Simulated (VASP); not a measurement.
**BaTiO3: single point with PBE+U**

The system is BaTiO3.

```
Ba Ti O
1.0
     4.00822    0.00000    0.00000
     0.00000    2.90201    2.88592
     0.00000   -2.90201    2.88592
Ba Ti O
1 1 3
Direct
  0.00000 0.00808 0.00808
  0.50000 0.51971 0.51971
  0.00000 0.49163 0.49163
  0.50000 0.49381 0.98300
  0.50000 0.98300 0.49381
```

This cell differs from its parent crystal: strain +0.0100 x Voigt [0, 1, 0, 0, 0, 0].

* Program: VASP 6.6.1
* Task: single point
* Functional: PBE
* Potentials or basis: VASP PAW PBE potentials, release 64 (Ba_sv, Ti_sv, O)
* Cutoff: 520 eV
* k mesh: 6 × 6 × 6
* Occupations: gaussian, width 0.05 eV
* Spin: no spin polarisation
* Hubbard terms: Ti d U = 4.0 eV

The pressure is 1.8 GPa and the largest force is 0.458 eV/Å. The band gap on the k mesh is 2.47 eV, indirect (least direct gap 2.93 eV).

Forces on the atoms (eV/Å):
```
Ba   0.000  0.000 -0.039
Ti   0.000  0.000 -0.458
O    0.000  0.000  0.017
O    0.000 -0.202  0.239
O    0.000  0.202  0.239
```

Stress tensor (GPa, compression positive):
```
2.27 0.00 0.00
0.00 0.66 0.00
0.00 0.00 2.57
```

Levels at points of the mesh, in eV from the valence-band top:
```
           k point  band 16  band 17  band 18  band 19  band 20  band 21  band 22  band 23  band 24  band 25
(0.00, 0.00, 0.00)    -1.21    -1.10    -0.47    -0.47    -0.46     2.47     2.56     2.62     4.03     4.04
(0.50, 0.00, 0.00)    -2.02    -1.66    -1.54    -1.09    -1.08     2.76     3.87     3.98     4.02     5.51
(0.00, 0.50, 0.00)    -1.84    -1.73    -1.63    -0.95    -0.83     2.65     3.87     3.87     4.02     5.63
(0.50, 0.50, 0.00)    -2.52    -1.87    -0.96    -0.93    -0.09     3.90     3.97     4.31     4.47     7.29
(0.00, 0.50, 0.50)    -2.50    -1.82    -0.98    -0.95    -0.24     3.90     3.90     4.21     4.75     7.12
(0.50, 0.50, 0.50)    -2.35    -2.30    -0.16    -0.04     0.00     4.42     4.43     4.56     6.25     6.34
```

Eigenvalues of the final occupation matrices:
| site | spin | trace | eigenvalues |
| --- | --- | --- | --- |
| site 2 d | 1 | 0.80 | 0.11 0.11 0.11 0.23 0.24 |
| site 2 d | 2 | 0.80 | 0.11 0.11 0.11 0.23 0.24 |

Wall time 46 s on 1 thread of AMD EPYC 9R45 96-Core Processor (Zen 5), on a shared host, peak memory 0.21 GiB.

Caveat: the cell differs from its parent crystal (strain +0.0100 x Voigt [0, 1, 0, 0, 0, 0]); spin-orbit coupling is left out, which moves the levels of the heavy elements. A k mesh can miss the band edges.
